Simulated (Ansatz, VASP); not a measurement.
# WS2 in VASP and in Ansatz

INCAR

```
PREC     = Accurate       # precision mode
ENCUT    = 520            # plane-wave cutoff, eV
EDIFF    = 1E-6           # SCF threshold, eV
ISMEAR   = -1             # smearing method
SIGMA    = 0.05           # smearing width, eV
LREAL    = False          # projectors in reciprocal space
LASPH    = True           # aspherical terms in the spheres
NELM     = 60             # most SCF steps
ALGO     = Normal         # electronic algorithm
ISIF     = 2              # what is computed and relaxed
LWAVE    = False          # write WAVECAR
LCHARG   = True           # write CHGCAR
GGA      = PE             # functional
LELF     = True           # ELF
LVHAR    = True         
NBANDS   = 35             # bands
```

Contents of KPOINTS:

```
Automatic mesh
0
Gamma
  7 7 2
```

POSCAR

```
WS2
1.0
    3.1832085602      0.0000000000      0.0000000000
   -1.5916042801      2.7567394786      0.0000000000
    0.0000000000      0.0000000000     24.1421385150
W S
2 4
Direct
    0.6666666667      0.3333333333      0.3626824600
    0.3333333333      0.6666666667      0.6373175400
    0.6666666667      0.3333333333      0.7031838900
    0.3333333333      0.6666666667      0.4285581700
    0.6666666667      0.3333333333      0.5714418300
    0.3333333333      0.6666666667      0.2968161100
```

The input input.yaml:

```yaml
crystal:
  lattice:
    - [3.1832085602, 0.0, 0.0]
    - [-1.5916042801, 2.7567394786, 0.0]
    - [0.0, 0.0, 24.142138515]
  atoms:
    - { symbol: W, position: [0.6666666667, 0.3333333333, 0.36268246] }
    - { symbol: W, position: [0.3333333333, 0.6666666667, 0.63731754] }
    - { symbol: S, position: [0.6666666667, 0.3333333333, 0.70318389] }
    - { symbol: S, position: [0.3333333333, 0.6666666667, 0.42855817] }
    - { symbol: S, position: [0.6666666667, 0.3333333333, 0.57144183] }
    - { symbol: S, position: [0.3333333333, 0.6666666667, 0.29681611] }
hamiltonian:
  xc: pbe
  pseudopotentials: { kind: paw }
kpoints:
  mp_grid: { grid: [7, 7, 2] }
scf:
  occupations: { method: fermi_dirac, width: 0.05 }
output:
  forces: true
  stress: true
  eigenvalues: true
  write_density: true
  write_potential: true
  elf: true
  volumetric_format: npy
```

Alike in both runs: task single point; functional PBE; k mesh 7 × 7 × 2; occupations fermi-dirac, width 0.05 eV; no spin polarisation.

|  | VASP | Ansatz |
| --- | --- | --- |
| version | VASP 6.6.1 | Ansatz 0.2.0 |
| potentials or method | VASP PAW PBE potentials, release 64 (W_sv, S) | Ansatz PAW |
| plane-wave cutoff (eV) | 520 | 420 |
| valence electrons in the cell | 52 | 52 |

Ansatz gave:

```
gap on the k mesh at the Fermi level (eV) : 1.70
least direct gap on the mesh (eV)         : 2.41
rms of the force components (eV/Å)        : 0.167
```

Q: What did VASP give for the same quantities?

A: gap on the k mesh at the Fermi level (eV): 1.71; least direct gap on the mesh (eV): 2.42; rms of the force components (eV/Å): 0.165.

Atom by atom the forces differ by 0.002 eV/Å (rms over components). The functional is the same, so the differences come from potentials, cutoffs and numerics.

Spin-orbit coupling is off throughout. Noted on Ansatz's run: odd divisions of the mesh miss points on the zone boundary, where band edges often lie, so the gap on the mesh can be too wide.
